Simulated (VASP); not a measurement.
A run of VASP 6.6.1 is set up as follows.

Contents of INCAR:

```
SYSTEM = Hf3H
PREC     = Accurate       ! precision mode
ENCUT    = 500            ! plane-wave cutoff, eV
EDIFF    = 1E-6           ! SCF threshold, eV
ISMEAR   = 0              ! smearing method
SIGMA    = 0.1            ! smearing width, eV
LREAL    = .False.        ! projectors in reciprocal space
LASPH    = .True.         ! aspherical terms in the spheres
NELM     = 120            ! most SCF steps
ALGO     = Normal         ! electronic algorithm
ISIF     = 2              ! what is computed and relaxed
LWAVE    = .False.        ! write WAVECAR
LCHARG   = .False.        ! write CHGCAR
GGA      = PE             ! functional
NBANDS   = 24             ! bands
GGA_COMPAT= .False.
```

Contents of KPOINTS:

```
regular mesh
0
Gamma
  6 6 2
  0 0 0
```

Contents of POSCAR:

```
Hf3H
1.0
    3.1739135360      0.0000000000      0.0000000000
   -1.5869567680      2.7486897516      0.0000000000
    0.0000000000      0.0000000000      7.9171650667
Hf H
3 1
Direct
    0.6666666667      0.3333333333      0.5000000000
    0.3333333333      0.6666666667      0.1843759519
    0.3333333333      0.6666666667      0.8156240481
    0.6666666667      0.3333333333      0.0000000000
```

Potentials or basis: VASP PAW PBE potentials, release 64 (Hf_pv, H).

The run is started by

```bash
$ cat potpaw_PBE.64/Hf_pv/POTCAR potpaw_PBE.64/H/POTCAR > POTCAR
$ mpirun -np 1 vasp_std > vasp.out
```

(1) Predict the largest force.

(2) Estimate the pressure.

## Answers

(1) 0.133 eV/Å.

(2) -0.4 GPa.

Caveat: the k points lie up to 0.40 Å⁻¹ apart.
